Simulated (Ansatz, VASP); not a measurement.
AgCl in VASP and in Ansatz

```
Ag Cl
1.0
     0.00000   -3.96806    0.00000
     0.27473    0.00000   -5.60511
    12.05316    0.00000   -2.67824
Ag Cl
6 6
Direct
  0.75000 0.31208 0.75010
  0.75000 0.70095 0.08343
  0.75000 0.50651 0.41677
  0.25000 0.71577 0.91653
  0.25000 0.10464 0.24987
  0.25000 0.91021 0.58320
  0.25000 0.21562 0.91663
  0.25000 0.60449 0.24997
  0.25000 0.41005 0.58330
  0.75000 0.81223 0.75000
  0.75000 0.20110 0.08333
  0.75000 0.00667 0.41667
```

Alike in both runs: task single point; functional PBE; k mesh 7 × 5 × 3; occupations gaussian, width 0.05 eV; no spin polarisation.

|  | VASP | Ansatz |
| --- | --- | --- |
| version | VASP 6.6.1 | Ansatz 0.2.0 |
| potentials or method | VASP PAW PBE potentials, release 64 (Ag, Cl), cutoff 520 eV | scalar-relativistic, plane waves, PAW |
| valence electrons in the cell | 108 | 156 |

Ansatz gave:

| Item | Value |
| --- | --- |
| gap on the k mesh at the Fermi level (eV) | none |
| pressure (GPa) | 0.0 |
| traceless stress, the component that is largest in VASP (GPa) | -2.20 |
| rms of the force components (eV/Å) | 0.458 |

Problem. Estimate VASP's values.

Solution. gap on the k mesh at the Fermi level (eV): none; pressure (GPa): -0.1; traceless stress, the component that is largest in VASP (GPa): -2.21; rms of the force components (eV/Å): 0.458.

Atom by atom the forces differ by 0.001 eV/Å (rms over components). A gap of «none» marks a metal or a gap that the smearing closes. VASP's potentials hold 108 valence electrons a cell and Ansatz's 156, so a difference there can come from the potentials and not from the codes.
